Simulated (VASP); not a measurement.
# SnO in VASP: single point with PBE+D3(BJ)

Aim: the single point of SnO with PBE+D3(BJ).

Everything below comes from runs of VASP 6.6.1. Logs are shortened: lines on timing, memory, paths and dates and some standing lists are left out, and cuts for length are marked.

## Step 1: The cell of the first run

The cell holds a slab with vacuum, 8 atoms: a = 3.820 Å, b = 3.820 Å, c = 22.226 Å, α = 90.00°, β = 90.00°, γ = 90.00°.

## Step 2: Single point, PBE+D3(BJ) (layers slid over each other)

File INCAR:

```
  PREC = Accurate
  ENCUT = 520
  EDIFF = 1E-6
  ISMEAR = 0
  SIGMA = 0.05
  LREAL = F
  LASPH = T
  NELM = 80
  ALGO = Normal
  ISIF = 2
  LWAVE = F
  LCHARG = F
  LDIPOL = T
  IDIPOL = 3
  DIPOL = 0.5 0.5 0.408
  GGA = PE
  IVDW = 12
  NBANDS = 50
```

File KPOINTS:

```
regular mesh
0
Gamma
  7 7 1
```

File POSCAR:

```
SnO
1.0
    3.8201527101      0.0002954416      0.0000000000
   -0.0003145269      3.8201527086      0.0000000000
    0.0000000000      0.0000000000     22.2260751773
Sn O
4 4
Direct
    0.9999452874      0.9999452874      0.2024648960
    0.4999452874      0.4999452874      0.3087831537
    0.4999452874      0.9999452874      0.5067488299
    0.9999452874      1.4999452874      0.6130670876
    0.9999461031      0.4999461031      0.2556240249
    0.4999461031      0.9999461031      0.2556240249
    0.4999444717      1.4999444717      0.5599079587
    0.9999444717      0.9999444717      0.5599079587
```

Potentials or basis: VASP PAW PBE potentials, release 64 (Sn_d, O).

Started as:

```
cat potpaw_PBE.64/Sn_d/POTCAR potpaw_PBE.64/O/POTCAR > POTCAR
mpirun -np 1 vasp_std > vasp.out
```

OUTCAR:

```text
PREC = Accurate
   ENCUT = 520
   EDIFF = 1E-6
   ISMEAR = 0
   LREAL = F
   LASPH = T
   NELM = 80
   ISIF = 2
   GGA = PE
   IVDW = 12
 IVDW          = 12

 ion  position               nearest neighbor table
   1  1.000  1.000  0.202-   6 2.25   5 2.25   6 2.25   5 2.25   2 3.59   2 3.59   2 3.59   2 3.59

   2  0.500  0.500  0.309-   5 2.25   6 2.25   5 2.25   6 2.25   1 3.59   1 3.59   1 3.59   1 3.59

   3  0.500  1.000  0.507-   8 2.25   7 2.25   8 2.25   7 2.25   4 3.59   4 3.59   4 3.59   4 3.59

   4  1.000  0.500  0.613-   7 2.25   8 2.25   7 2.25   8 2.25   3 3.59   3 3.59   3 3.59   3 3.59

   5  1.000  0.500  0.256-   2 2.25   1 2.25   2 2.25   1 2.25
   6  0.500  1.000  0.256-   2 2.25   1 2.25   2 2.25   1 2.25
   7  0.500  0.500  0.560-   3 2.25   4 2.25   3 2.25   4 2.25
   8  1.000  1.000  0.560-   3 2.25   4 2.25   3 2.25   4 2.25

  LATTYP: Found a simple tetragonal cell.
 ALAT       =     3.8201527215
 C/A-ratio  =     5.8181116823

  Lattice vectors:

 A1 = (   3.8201527101,   0.0002954416,   0.0000000000)
 A2 = (  -0.0003145269,   3.8201527086,   0.0000000000)
 A3 = (   0.0000000000,   0.0000000000,  22.2260751773)

Analysis of symmetry for initial positions (statically):
=====================================================================
 Subroutine PRICEL returns:
 Original cell was already a primitive cell.

 Routine SETGRP: Setting up the symmetry group for a
 simple tetragonal supercell.

 Subroutine GETGRP returns: Found  8 space group operations
 (whereof  1 operations were pure point group operations)
 out of a pool of 16 trial point group operations.

The static configuration has the point symmetry C_1 .
 The point group associated with its full space group is D_2h.

Analysis of symmetry for dynamics (positions and initial velocities):
=====================================================================
 Subroutine PRICEL returns:
 Original cell was already a primitive cell.

 Routine SETGRP: Setting up the symmetry group for a
 simple tetragonal supercell.

 Subroutine GETGRP returns: Found  8 space group operations
 (whereof  1 operations were pure point group operations)
 out of a pool of 16 trial point group operations.

The dynamic configuration has the point symmetry C_1 .
 The point group associated with its full space group is D_2h.

 Subroutine INISYM returns: Found  8 space group operations
 (whereof  1 operations are pure point group operations),
 and found     1 'primitive' translations

----------------------------------------------------------------------------------------

                                     Primitive cell

  volume of cell :     324.3577

  direct lattice vectors                    reciprocal lattice vectors
     3.820152710  0.000295442  0.000000000     0.261769638  0.000021552  0.000000000
    -0.000314527  3.820152709  0.000000000    -0.000020245  0.261769639  0.000000000
     0.000000000  0.000000000 22.226075177     0.000000000  0.000000000  0.044992199

  length of vectors
     3.820152722  3.820152722 22.226075177     0.261769639  0.261769639  0.044992199

  position of ions in fractional coordinates (direct lattice)
     0.999945287  0.999945287  0.202464896
     0.499945287  0.499945287  0.308783154
     0.499945287  0.999945287  0.506748830
     0.999945287  0.499945287  0.613067088
     0.999946103  0.499946103  0.255624025
     0.499946103  0.999946103  0.255624025
     0.499944472  0.499944472  0.559907959
     0.999944472  0.999944472  0.559907959

  ion indices of the primitive-cell ions
   primitive index   ion index
                 1           1
                 2           2
                 3           3
                 4           4
                 5           5
                 6           6
                 7           7
                 8           8

----------------------------------------------------------------------------------------

 KPOINTS: regular mesh

Automatic generation of k-mesh.
 Grid dimensions read from file:
 generate k-points for:    7    7    1

 Generating k-lattice:

  Cartesian coordinates                     Fractional coordinates (reciprocal lattice)
     0.037395663  0.000003079  0.000000000     0.142857143  0.000000000  0.000000000
    -0.000002892  0.037395663  0.000000000     0.000000000  0.142857143  0.000000000
     0.000000000  0.000000000  0.044992199     0.000000000  0.000000000  1.000000000

  Length of vectors
     0.037395663  0.037395663  0.044992199

  Shift w.r.t. Gamma in fractional coordinates (k-lattice)
     0.000000000  0.000000000  0.000000000

 Subroutine IBZKPT returns following result:
 ===========================================

 Found     16 irreducible k-points:

 Following reciprocal coordinates:
            Coordinates               Weight
  0.000000  0.000000  0.000000      1.000000
  0.142857  0.000000  0.000000      2.000000
  0.000000  0.142857  0.000000      2.000000
  0.285714  0.000000  0.000000      2.000000
 -0.000000  0.285714  0.000000      2.000000
  0.428571  0.000000  0.000000      2.000000
[... 8 lines left out ...]
 -0.285714  0.428571  0.000000      4.000000
  0.428571  0.428571  0.000000      4.000000
   k-points           NKPTS =     16   k-points in BZ     NKDIM =     16   number of bands    NBANDS=     50
   number of dos      NEDOS =    301   number of ions     NIONS =      8
   total plane-waves  NPLWV = 131712
   dimension x,y,z NGX =    28 NGY =   28 NGZ =  168
   dimension x,y,z NGXF=    56 NGYF=   56 NGZF=  336
   ions per type =               4   4
   NGX,Y,Z   is equivalent  to a cutoff of  12.19, 12.19, 12.57 a.u.
   NGXF,Y,Z  is equivalent  to a cutoff of  24.37, 24.37, 25.13 a.u.
 SYSTEM =  unknown system
   PREC   = accura    normal or accurate (medium, high low for compatibility)
   ISTART =      0    job   : 0-new  1-cont  2-samecut
   ICHARG =      2    charge: 1-file 2-atom 10-const
   ISPIN  =      1    spin polarized calculation?
   LNONCOLLINEAR =      F non collinear calculations
   LSORBIT =      F    spin-orbit coupling
   LASPH  =      T    aspherical Exc in radial PAW
   ENCUT  =  520.0 eV  38.22 Ry    6.18 a.u.   7.10  7.10 41.33*2*pi/ulx,y,z
   NELM   =     80;   NELMIN=  2; NELMDL= -5     # of ELM steps
   EDIFF  = 0.1E-05   stopping-criterion for ELM
   LREAL  =      F    real-space projection
   EDIFFG = 0.1E-04   stopping-criterion for IOM
   NSW    =      0    number of steps for IOM
   IBRION =     -1    ionic relax: 0-MD 1-quasi-New 2-CG
   NFREE  =      0    steps in history (QN), initial steepest desc. (CG)
   ISIF   =      2    stress and relaxation
   ISYM   =      2    0-nonsym 1-usesym 2-fastsym
   POTIM  = 0.5000    time-step for ionic-motion
   TEBEG  =    0.0;   TEEND  =   0.0 temperature during run
   PSTRESS=    0.0 pullay stress
   NELECT =      80.0000    total number of electrons
   NUPDOWN=      -1.0000    fix difference up-down
   EMIN   =  10.00;   EMAX   =-10.00  energy-range for DOS
   EFERMI =   0.00;   METHOD = LEGACY
   ISMEAR =     0;   SIGMA  =   0.05  broadening in eV -4-tet -1-fermi 0-gaus
   EFERMI_NEDOS =   21; number of points for ismear=-14 and -15
   IALGO  =     38    algorithm
   IMIX   =      4    mixing-type and parameters
     AMIX     =   0.40;   BMIX     =  1.00
     AMIX_MAG =   1.60;   BMIX_MAG =  1.00
  volume/ion in A,a.u.               =      40.54       273.61
  Fermi-wavevector in a.u.,A,eV,Ry     =   1.026668  1.940121 14.341186  1.054047
  Thomas-Fermi vector in A             =   2.160573
   LORBIT       =      0    0 simple, 1 ext, 2 COOP (PROOUT), +10 PAW based schemes
   GGA     = PE    functional components
   LHFCALC =     F    Hartree Fock is set to
   AEXX    =    0.0000 exact exchange contribution
   IVDW    =    12    specifies the selected vdW correction
   LEPSILON=     F    determine dielectric tensor
   LRPA    =     F    only Hartree local field effects (RPA)
 non-spin polarized calculation
 Gauss-broadening in eV      SIGMA  =   0.05
  energy-cutoff  :      520.00
  volume of cell :      324.36
 maximum number of plane-waves:      8769
   NGX = 15   NGY = 15   NGZ = 83

 dipolmoment           0.000000      0.000000      0.000004 electrons x Angstroem

 number of electron      79.9999969 magnetization

 dipolmoment           0.000000      0.000000     -0.000000 electrons x Angstroem

 Free energy of the ion-electron system (eV)
  ---------------------------------------------------
  ext. energy  EPLUGINS =         0.00000000
  ---------------------------------------------------
  free energy    TOTEN  =       -45.17326208 eV

  energy without entropy =      -45.17326208  energy(sigma->0) =      -45.17326208

 E-fermi :  -0.0355     XC(G=0):  -5.3410

 val. band max:       -0.2560808287   @ k =   0.1429   0.0000   0.0000
 cond. band min:       2.3307476923   @ k =   0.0000   0.0000   0.0000
 fundamental gap:      2.5868285210
 Fermi energy:        -0.0354730299

 k-point     1 :       0.0000    0.0000    0.0000
  band No.  band energies     occupation
      1     -21.0540      2.00000
      2     -21.0540      2.00000
      3     -20.6933      2.00000
      4     -20.6933      2.00000
      5     -20.6555      2.00000
      6     -20.6554      2.00000
[... 42 lines left out ...]
     49       5.2131      0.00000
     50       5.2182      0.00000

 k-point     2 :       0.1429    0.0000    0.0000
  band No.  band energies     occupation
      1     -21.0451      2.00000
      2     -21.0451      2.00000
      3     -20.6939      2.00000
      4     -20.6939      2.00000
      5     -20.6571      2.00000
      6     -20.6568      2.00000
[... 734 lines left out ...]
 k-point    16 :       0.4286    0.4286    0.0000
  band No.  band energies     occupation
      1     -20.9947      2.00000
      2     -20.9947      2.00000
      3     -20.9808      2.00000
      4     -20.9808      2.00000
      5     -20.6603      2.00000
      6     -20.6603      2.00000
[... 42 lines left out ...]
     49       6.3270      0.00000
     50       6.3508      0.00000

------------------------ aborting loop because EDIFF is reached ----------------------------------------

 vacuum level on the upper side and lower side of the slab       (xc-potential included)        -0.150        -0.150

 Edisp (eV)   -1.22228

 E8    (eV) :    -0.5404

  FORCE on cell =-STRESS in cart. coord.  units (eV):
  Direction    XX          YY          ZZ          XY          YZ          ZX
  --------------------------------------------------------------------------------------
  -------------------------------------------------------------------------------------
  Total       0.15477     0.20176    -0.12600    -0.00000     0.00000     0.00000
  in kB       0.76448     0.99661    -0.62239    -0.00002     0.00000     0.00000
  external pressure =        0.38 kB  Pullay stress =        0.00 kB

 VOLUME and BASIS-vectors are now :
 -----------------------------------------------------------------------------
  energy-cutoff  :      520.00
  volume of cell :      324.36
      direct lattice vectors                 reciprocal lattice vectors
     3.820152710  0.000295442  0.000000000     0.261769638  0.000021552  0.000000000
    -0.000314527  3.820152709  0.000000000    -0.000020245  0.261769639  0.000000000
     0.000000000  0.000000000 22.226075177     0.000000000  0.000000000  0.044992199

 POSITION                                       TOTAL-FORCE (eV/Angst)
 -----------------------------------------------------------------------------------
      3.81963      3.82024      4.50000        -0.000000      0.000000     -0.084233
      1.90971      1.91002      6.86304         0.000000      0.000000      0.148471
      1.90955      3.82009     11.26304         0.000000      0.000000     -0.148471
      3.81979      1.91016     13.62608         0.000000      0.000000      0.084233
      3.81979      1.91017      5.68152        -0.000000     -0.000000      0.006351
      1.90956      3.82009      5.68152        -0.000000      0.000000      0.006110
      1.90971      1.91001     12.44456         0.000000     -0.000000     -0.006110
      3.81963      3.82024     12.44456         0.000000      0.000000     -0.006351
 -----------------------------------------------------------------------------------
    total drift:                               -0.000003     -0.000003     -0.000002

  FREE ENERGIE OF THE ION-ELECTRON SYSTEM (eV)
  ---------------------------------------------------
  free  energy   TOTEN  =       -46.3955445411 eV

  energy  without entropy=      -46.3955445411  energy(sigma->0) =      -46.39554454

 vacuum level on the upper side and lower side of the slab         4.800         4.800
```

It took 11 min on 1 thread of Intel Xeon 8259CL, shared host; peak memory 0.46 GiB.

What came out:

* Free energy: -46.3955 eV
* Largest force: 0.148 eV/Å
* Band gap on the k mesh: 2.59 eV (least direct gap 2.61 eV)
* Dispersion energy per atom: -0.153 eV

Forces on the atoms (eV/Å):
```
Sn   0.000  0.000 -0.084
Sn   0.000  0.000  0.148
Sn   0.000  0.000 -0.148
Sn   0.000  0.000  0.084
O    0.000  0.000  0.006
O    0.000  0.000  0.006
O    0.000  0.000 -0.006
O    0.000  0.000 -0.006
```

Levels at points of the mesh, in eV from the valence-band top:
| k point | band 38 | band 39 | band 40 | band 41 | band 42 | band 43 |
| --- | --- | --- | --- | --- | --- | --- |
| (0.00, 0.00, 0.00) | -1.89 | -0.50 | -0.03 | 2.59 | 2.92 | 2.92 |

Caveat: the cell differs from its parent crystal (layers slid over each other); spin-orbit coupling is left out, which moves the levels of the heavy elements.
